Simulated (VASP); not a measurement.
A run of VASP 6.6.1:

Contents of INCAR:

```
PREC     = Accurate       # precision mode
ENCUT    = 520            # plane-wave cutoff, eV
EDIFF    = 1E-6           # SCF threshold, eV
ISMEAR   = 0              # smearing method
SIGMA    = 0.1            # smearing width, eV
LREAL    = F              # projectors in reciprocal space
LASPH    = T              # aspherical terms in the spheres
NELM     = 100            # most SCF steps
ALGO     = Normal         # electronic algorithm
ISIF     = 2              # what is computed and relaxed
LWAVE    = F              # write WAVECAR
LCHARG   = F              # write CHGCAR
GGA      = PE             # functional
NBANDS   = 19             # bands
```

KPOINTS

```
Automatic mesh
0
Gamma
  14 14 6
```

The input POSCAR:

```
Sr2C
1.0
    3.4210725750      0.0000000000      0.0000000000
    0.0000000000      3.4210725750      0.0000000000
    0.0000000000      0.0000000000      7.3400751738
Sr C
2 1
Direct
    0.0000000000      0.0000000000      0.7937023271
    0.0000000000      0.0000000000      0.2062976729
    0.5000000000      0.5000000000      0.0000000000
```

Potentials or basis: VASP PAW PBE potentials, release 64 (Sr_sv, C).

Run with:

```sh
$ cat potpaw_PBE.64/Sr_sv/POTCAR potpaw_PBE.64/C/POTCAR > POTCAR
$ mpirun -np 1 vasp_std > vasp.out
```

Hardware: 1 thread of Intel(R) Xeon(R) 6975P-C (Granite Rapids), with other jobs on the host.

Q: How long does it take, and how much memory?

A: Run time: 2 min on 1 thread of Intel(R) Xeon(R) 6975P-C (Granite Rapids), on a shared host, peak memory 0.35 GiB. Counts: scf iterations 15, k points 144.
